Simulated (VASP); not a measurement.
# TiO2 (I4_1/amd) in VASP: single point with PBE+D3(BJ)+U

Aim: the single point of TiO2 with PBE+D3(BJ)+U.

Program: VASP 6.6.1. These are calculated values, not measurements. Logs are shortened: lines on timing, memory, paths and dates and some standing lists are left out, and cuts for length are marked.

## 1. The cell of the first run

The structure is tetragonal, space group I4_1/amd (No. 141). The conventional cell has a = 3.804 Å, b = 3.804 Å, c = 9.668 Å, α = 90.00°, β = 90.00°, γ = 90.00°. Within 2.6 Å of Ti (site symmetry -4m2) lie 6 O at 1.95 to 2.00 Å. O (site symmetry 2mm) has 3 Ti at 1.95 to 2.00 Å and 2 O at 2.47 Å within 2.6 Å.

## 2. Single point, PBE+D3(BJ)+U

Input file INCAR:

```
SYSTEM = TiO2
PREC     = Accurate       ! precision mode
ENCUT    = 520            ! plane-wave cutoff, eV
EDIFF    = 1E-6           ! SCF threshold, eV
ISMEAR   = 0              ! smearing method
SIGMA    = 0.02           ! smearing width, eV
LREAL    = .FALSE.        ! projectors in reciprocal space
LASPH    = .TRUE.         ! aspherical terms in the spheres
NELM     = 150            ! most SCF steps
ALGO     = Normal         ! electronic algorithm
ISIF     = 2              ! what is computed and relaxed
LWAVE    = .FALSE.        ! write WAVECAR
LCHARG   = .FALSE.        ! write CHGCAR
LMAXMIX  = 4              ! l up to which the mixer works
LDAU     = .TRUE.         ! DFT+U
LDAUTYPE = 2            
LDAUL    = 2 -1           ! shell
LDAUU    = 4 0            ! U, eV
LDAUJ    = 0 0          
LDAUPRINT= 1            
GGA      = PE             ! functional
IVDW     = 12             ! dispersion correction
NBANDS   = 33             ! bands
```

Input file KPOINTS:

```
regular mesh
0
G
  8 8 8
  0 0 0
```

Input file POSCAR:

```
TiO2
1.0
   -1.9017847977      1.9017847977      4.8339684854
    1.9017847977     -1.9017847977      4.8339684854
    1.9017847977      1.9017847977     -4.8339684854
Ti O
2 4
Direct
    0.0000000000      0.0000000000      0.0000000000
    0.7500000000      0.2500000000      0.5000000000
    0.2065914279      0.2065914279      0.0000000000
    0.9565914279      0.4565914279      0.5000000000
    0.5434085721      0.0434085721      0.5000000000
    0.7934085721      0.7934085721      0.0000000000
```

Potentials or basis: VASP PAW PBE potentials, release 64 (Ti_sv, O).

Command:

```bash
$ cat potpaw_PBE.64/Ti_sv/POTCAR potpaw_PBE.64/O/POTCAR > POTCAR
$ mpirun -np 1 vasp_std > vasp.out
```

OUTCAR:

```text
SYSTEM = TiO2
   PREC = Accurate
   ENCUT = 520
   EDIFF = 1E-6
   ISMEAR = 0
   LREAL = .FALSE.
   LASPH = .TRUE.
   NELM = 150
   ISIF = 2
   GGA = PE
   IVDW = 12
 IVDW          = 12

 ion  position               nearest neighbor table
   1  0.000  0.000  0.000-   5 1.95   4 1.95   5 1.95   4 1.95   3 2.00   6 2.00
   2  0.750  0.250  0.500-   6 1.95   3 1.95   6 1.95   3 1.95   4 2.00   5 2.00
   3  0.207  0.207  0.000-   2 1.95   2 1.95   1 2.00
   4  0.957  0.457  0.500-   1 1.95   1 1.95   2 2.00
   5  0.543  0.043  0.500-   1 1.95   1 1.95   2 2.00
   6  0.793  0.793  0.000-   2 1.95   2 1.95   1 2.00

  LATTYP: Found a body centered tetragonal cell.
 ALAT       =     3.8035695954
 C/A-ratio  =     2.5418062502

  Lattice vectors:

 A1 = (  -1.9017847977,   1.9017847977,   4.8339684854)
 A2 = (   1.9017847977,  -1.9017847977,   4.8339684854)
 A3 = (   1.9017847977,   1.9017847977,  -4.8339684854)

Analysis of symmetry for initial positions (statically):
=====================================================================
 Subroutine PRICEL returns:
 Original cell was already a primitive cell.

 Routine SETGRP: Setting up the symmetry group for a
 body centered tetragonal supercell.

 Subroutine GETGRP returns: Found 16 space group operations
 (whereof  8 operations were pure point group operations)
 out of a pool of 16 trial point group operations.

The static configuration has the point symmetry D_2d.
 The point group associated with its full space group is D_4h.

Analysis of symmetry for dynamics (positions and initial velocities):
=====================================================================
 Subroutine PRICEL returns:
 Original cell was already a primitive cell.

 Routine SETGRP: Setting up the symmetry group for a
 body centered tetragonal supercell.

 Subroutine GETGRP returns: Found 16 space group operations
 (whereof  8 operations were pure point group operations)
 out of a pool of 16 trial point group operations.

The dynamic configuration has the point symmetry D_2d.
 The point group associated with its full space group is D_4h.

 Subroutine INISYM returns: Found 16 space group operations
 (whereof  8 operations are pure point group operations),
 and found     1 'primitive' translations

----------------------------------------------------------------------------------------

                                     Primitive cell

  volume of cell :      69.9337

  direct lattice vectors                    reciprocal lattice vectors
    -1.901784798  1.901784798  4.833968485     0.000000000  0.262910925  0.103434683
     1.901784798 -1.901784798  4.833968485     0.262910925  0.000000000  0.103434683
     1.901784798  1.901784798 -4.833968485     0.262910925  0.262910925  0.000000000

  length of vectors
     5.531800986  5.531800986  5.531800986     0.282525907  0.282525907  0.371812196

  position of ions in fractional coordinates (direct lattice)
     0.000000000  0.000000000  0.000000000
     0.750000000  0.250000000  0.500000000
     0.206591428  0.206591428  0.000000000
     0.956591428  0.456591428  0.500000000
     0.543408572  0.043408572  0.500000000
[... 112 lines left out ...]
   LHFCALC =     F    Hartree Fock is set to
   AEXX    =    0.0000 exact exchange contribution
   IVDW    =    12    specifies the selected vdW correction
   LEPSILON=     F    determine dielectric tensor
   LRPA    =     F    only Hartree local field effects (RPA)
 non-spin polarized calculation
 Gauss-broadening in eV      SIGMA  =   0.02
  energy-cutoff  :      520.00
  volume of cell :       69.93
 maximum number of plane-waves:      1897
 NGX is ok and might be reduce to    42
   NGX = 21   NGY = 21   NGZ = 21

atom =   1  type =  1  l = 2

 onsite density matrix

spin component  1

  0.1049 -0.0000  0.0000  0.0000  0.0000
 -0.0000  0.1009  0.0000  0.0000 -0.0000
  0.0000  0.0000  0.2478 -0.0000 -0.0000
  0.0000  0.0000 -0.0000  0.1009 -0.0000
  0.0000 -0.0000 -0.0000 -0.0000  0.2492

spin component  2

  0.1049 -0.0000  0.0000  0.0000  0.0000
 -0.0000  0.1009  0.0000  0.0000 -0.0000
  0.0000  0.0000  0.2478 -0.0000 -0.0000
  0.0000  0.0000 -0.0000  0.1009 -0.0000
  0.0000 -0.0000 -0.0000 -0.0000  0.2492

 occupancies and eigenvectors

  o =  0.1009  v =  0.0000  0.8067 -0.0000 -0.5910 -0.0000  0.0000  0.0000  0.0000  0.0000  0.0000      0.0000  0.0000  0.0000  0.0000  0.0000  0.0000  0.0000  0.0000  0.0000  0.0000
  o =  0.1009  v =  0.0000  0.0000  0.0000  0.0000  0.0000  0.0000  0.8067 -0.0000 -0.5910 -0.0000      0.0000  0.0000  0.0000  0.0000  0.0000  0.0000  0.0000  0.0000  0.0000  0.0000
  o =  0.1009  v =  0.0000  0.0000  0.0000  0.0000  0.0000  0.0000  0.5910 -0.0000  0.8067  0.0000      0.0000  0.0000  0.0000  0.0000  0.0000  0.0000  0.0000  0.0000  0.0000  0.0000
  o =  0.1009  v =  0.0000  0.5910 -0.0000  0.8067  0.0000  0.0000  0.0000  0.0000  0.0000  0.0000      0.0000  0.0000  0.0000  0.0000  0.0000  0.0000  0.0000  0.0000  0.0000  0.0000
  o =  0.1049  v =  0.0000  0.0000  0.0000  0.0000  0.0000  1.0000  0.0000  0.0000  0.0000  0.0000      0.0000  0.0000  0.0000  0.0000  0.0000  0.0000  0.0000  0.0000  0.0000  0.0000
  o =  0.1049  v =  1.0000  0.0000  0.0000  0.0000  0.0000  0.0000  0.0000  0.0000  0.0000  0.0000      0.0000  0.0000  0.0000  0.0000  0.0000  0.0000  0.0000  0.0000  0.0000  0.0000
  o =  0.2478  v =  0.0000 -0.0000 -1.0000 -0.0000 -0.0000  0.0000  0.0000  0.0000  0.0000  0.0000      0.0000  0.0000  0.0000  0.0000  0.0000  0.0000  0.0000  0.0000  0.0000  0.0000
  o =  0.2478  v =  0.0000  0.0000  0.0000  0.0000  0.0000  0.0000 -0.0000 -1.0000 -0.0000 -0.0000      0.0000  0.0000  0.0000  0.0000  0.0000  0.0000  0.0000  0.0000  0.0000  0.0000
  o =  0.2492  v =  0.0000  0.0000  0.0000  0.0000  0.0000  0.0000 -0.0000  0.0000  0.0000 -1.0000      0.0000  0.0000  0.0000  0.0000  0.0000  0.0000  0.0000  0.0000  0.0000  0.0000
  o =  0.2492  v =  0.0000 -0.0000  0.0000  0.0000 -1.0000  0.0000  0.0000  0.0000  0.0000  0.0000      0.0000  0.0000  0.0000  0.0000  0.0000  0.0000  0.0000  0.0000  0.0000  0.0000

atom =   2  type =  1  l = 2

 onsite density matrix

spin component  1

  0.1049  0.0000  0.0000  0.0000  0.0000
  0.0000  0.1009  0.0000  0.0000  0.0000
  0.0000  0.0000  0.2478  0.0000  0.0000
  0.0000  0.0000  0.0000  0.1009 -0.0000
  0.0000  0.0000  0.0000 -0.0000  0.2492

spin component  2

  0.1049  0.0000  0.0000  0.0000  0.0000
  0.0000  0.1009  0.0000  0.0000  0.0000
  0.0000  0.0000  0.2478  0.0000  0.0000
  0.0000  0.0000  0.0000  0.1009 -0.0000
  0.0000  0.0000  0.0000 -0.0000  0.2492

 occupancies and eigenvectors

  o =  0.1009  v =  0.0000  0.6816 -0.0000 -0.7317 -0.0000  0.0000  0.0000  0.0000  0.0000  0.0000      0.0000  0.0000  0.0000  0.0000  0.0000  0.0000  0.0000  0.0000  0.0000  0.0000
  o =  0.1009  v =  0.0000  0.0000  0.0000  0.0000  0.0000  0.0000  0.6816 -0.0000 -0.7317 -0.0000      0.0000  0.0000  0.0000  0.0000  0.0000  0.0000  0.0000  0.0000  0.0000  0.0000
  o =  0.1009  v =  0.0000  0.0000  0.0000  0.0000  0.0000  0.0000  0.7317 -0.0000  0.6816 -0.0000      0.0000  0.0000  0.0000  0.0000  0.0000  0.0000  0.0000  0.0000  0.0000  0.0000
  o =  0.1009  v =  0.0000  0.7317 -0.0000  0.6816 -0.0000  0.0000  0.0000  0.0000  0.0000  0.0000      0.0000  0.0000  0.0000  0.0000  0.0000  0.0000  0.0000  0.0000  0.0000  0.0000
  o =  0.1049  v =  0.0000  0.0000  0.0000  0.0000  0.0000  1.0000  0.0000  0.0000  0.0000  0.0000      0.0000  0.0000  0.0000  0.0000  0.0000  0.0000  0.0000  0.0000  0.0000  0.0000
  o =  0.1049  v =  1.0000  0.0000  0.0000  0.0000  0.0000  0.0000  0.0000  0.0000  0.0000  0.0000      0.0000  0.0000  0.0000  0.0000  0.0000  0.0000  0.0000  0.0000  0.0000  0.0000
  o =  0.2478  v =  0.0000  0.0000  1.0000 -0.0000 -0.0000  0.0000  0.0000  0.0000  0.0000  0.0000      0.0000  0.0000  0.0000  0.0000  0.0000  0.0000  0.0000  0.0000  0.0000  0.0000
  o =  0.2478  v =  0.0000  0.0000  0.0000  0.0000  0.0000  0.0000  0.0000  1.0000 -0.0000 -0.0000      0.0000  0.0000  0.0000  0.0000  0.0000  0.0000  0.0000  0.0000  0.0000  0.0000
  o =  0.2492  v =  0.0000  0.0000  0.0000  0.0000  0.0000  0.0000  0.0000  0.0000 -0.0000  1.0000      0.0000  0.0000  0.0000  0.0000  0.0000  0.0000  0.0000  0.0000  0.0000  0.0000
  o =  0.2492  v =  0.0000  0.0000  0.0000 -0.0000  1.0000  0.0000  0.0000  0.0000  0.0000  0.0000      0.0000  0.0000  0.0000  0.0000  0.0000  0.0000  0.0000  0.0000  0.0000  0.0000

 number of electron      47.9999998 magnetization

 Free energy of the ion-electron system (eV)
  ---------------------------------------------------
  ext. energy  EPLUGINS =         0.00000000
  ---------------------------------------------------
  free energy    TOTEN  =       -48.46000224 eV

  energy without entropy =      -48.46000224  energy(sigma->0) =      -48.46000224

 E-fermi :   3.5289     XC(G=0): -10.6135

 val. band max:        3.3720734138   @ k =  -0.3750   0.3750   0.0000
 cond. band min:       6.0644388923   @ k =   0.0000   0.0000   0.0000
 fundamental gap:      2.6923654784
 Fermi energy:         3.5288858220

 k-point     1 :       0.0000    0.0000    0.0000
  band No.  band energies     occupation
      1     -54.0652      2.00000
      2     -54.0156      2.00000
      3     -30.4373      2.00000
      4     -30.2281      2.00000
      5     -30.2281      2.00000
      6     -30.1687      2.00000
[... 853 lines left out ...]
     32       9.8634      0.00000
     33      10.4045      0.00000

 [... further k-points ...]

------------------------ aborting loop because EDIFF is reached ----------------------------------------

 Edisp (eV)   -1.31729

 E8    (eV) :    -0.5229

  FORCE on cell =-STRESS in cart. coord.  units (eV):
  Direction    XX          YY          ZZ          XY          YZ          ZX
  --------------------------------------------------------------------------------------
  -------------------------------------------------------------------------------------
  Total       2.07258     2.07258     1.66858     0.00000     0.00000     0.00000
  in kB      47.48276    47.48276    38.22715     0.00000     0.00000     0.00000
  external pressure =       44.40 kB  Pullay stress =        0.00 kB

 VOLUME and BASIS-vectors are now :
 -----------------------------------------------------------------------------
  energy-cutoff  :      520.00
  volume of cell :       69.93
      direct lattice vectors                 reciprocal lattice vectors
    -1.901784798  1.901784798  4.833968485     0.000000000  0.262910925  0.103434683
     1.901784798 -1.901784798  4.833968485     0.262910925  0.000000000  0.103434683
     1.901784798  1.901784798 -4.833968485     0.262910925  0.262910925  0.000000000

 POSITION                                       TOTAL-FORCE (eV/Angst)
 -----------------------------------------------------------------------------------
      0.00000      0.00000      0.00000         0.000000      0.000000     -0.000000
     -0.00000      1.90178      2.41698         0.000000      0.000000      0.000000
      0.00000      0.00000      1.99731         0.000000     -0.000000      0.161293
      0.00000      1.90178      4.41430        -0.000000      0.000000      0.161293
     -0.00000      1.90178      0.41967        -0.000000      0.000000     -0.161293
      0.00000      0.00000      7.67062         0.000000     -0.000000     -0.161293
 -----------------------------------------------------------------------------------
    total drift:                                0.000000     -0.000000      0.000000

  FREE ENERGIE OF THE ION-ELECTRON SYSTEM (eV)
  ---------------------------------------------------
  free  energy   TOTEN  =       -49.7772968238 eV

  energy  without entropy=      -49.7772968238  energy(sigma->0) =      -49.77729682
```

Run time: 4.1 min. Hardware: 1 thread of Intel Xeon Platinum 8375C at 2.90GHz (Ice Lake), shared host; peak memory 0.31 GiB.

What came out:

```
Free energy                : -49.7773 eV
Pressure                   : 4.4 GPa
Largest force              : 0.161 eV/Å
Band gap on the k mesh     : 2.69 eV (least direct gap 2.99 eV)
Dispersion energy per atom : -0.220 eV
```

Forces in eV/Å, atoms in the order of the input:
```
Ti   0.000  0.000  0.000
Ti   0.000  0.000  0.000
O    0.000  0.000  0.161
O    0.000  0.000  0.161
O    0.000  0.000 -0.161
O    0.000  0.000 -0.161
```

Stress tensor (GPa, compression positive):
```
4.75 0.00 0.00
0.00 4.75 0.00
0.00 0.00 3.82
```

Eigenvalues of the final occupation matrices:
```tsv
site	spin	trace	eigenvalues
site 1 d	1	0.80	0.10 0.10 0.10 0.25 0.25
site 1 d	2	0.80	0.10 0.10 0.10 0.25 0.25
site 2 d	1	0.80	0.10 0.10 0.10 0.25 0.25
site 2 d	2	0.80	0.10 0.10 0.10 0.25 0.25
```

Caveat: the cell stands under pressure.
